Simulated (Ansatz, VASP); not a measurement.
## Two plane-wave programs on Co

```
Co
1.0
     0.00000    1.74369    1.74369
     1.74369    0.00000    1.74369
     1.74369    1.74369    0.00000
Co
1
Cartesian
  0.0000 0.0000 0.0000
```

Alike in both runs: task single point; functional PBEsol; k mesh 8 × 8 × 8; occupations gaussian, width 0.1 eV; collinear spin.

|  | VASP | Ansatz |
| --- | --- | --- |
| version | VASP 6.6.1 | Ansatz 0.2.0 |
| potentials or method | VASP PAW PBE potentials, release 64 (Co), cutoff 600 eV | scalar-relativistic, plane waves, PAW |
| valence electrons in the cell | 9 | 17 |

```tsv
	VASP	Ansatz	Ansatz less VASP
gap on the k mesh at the Fermi level (eV)	none	none	-
pressure (GPa)	-3.7	-2.8	+0.86
net moment per atom (μB)	1.70	1.70	+0.001
size of the moment on the site where the two differ most (μB)	1.70	1.75	+0.049
```

VASP's potentials were made for PBE, not for PBEsol. Site moments also hang on the region over which each program counts them. A gap of «none» marks a metal or a gap that the smearing closes. With one functional, cell and mesh, what is left measures potentials, basis and numerics. VASP's potentials hold 9 valence electrons a cell and Ansatz's 17, so a difference there can come from the potentials and not from the codes.

The k mesh is coarse, so the values compare programs but aren't converged.
